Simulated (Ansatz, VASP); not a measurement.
## AlN in VASP and in Ansatz

```xyz
2
Lattice="0.0000 2.1889 2.1889 2.1889 0.0000 2.1889 2.1889 2.1889 0.0000" Properties=species:S:1:pos:R:3 pbc="T T T"
Al    0.0000    0.0000    0.0000
N     1.0944    1.0944    1.0944
```

Alike in both runs: task single point; functional r2SCAN; k mesh 10 × 10 × 10; occupations gaussian, width 0.02 eV; no spin polarisation.

|  | VASP | Ansatz |
| --- | --- | --- |
| version | VASP 6.6.1 | Ansatz 0.2.0 |
| potentials or method | VASP PAW PBE potentials, release 64 (Al, N), cutoff 660 eV | scalar-relativistic, plane waves, PAW |
| valence electrons in the cell | 8 | 8 |

```csv
,VASP,Ansatz,Ansatz less VASP
gap on the k mesh at the Fermi level (eV),3.93,3.94,+0.007
least direct gap on the mesh (eV),4.83,4.79,-0.038
pressure (GPa),-1.5,-1.1,+0.36
```

VASP's potentials were made for PBE, not for r2SCAN. The functional is the same, so the differences come from potentials, cutoffs and numerics.
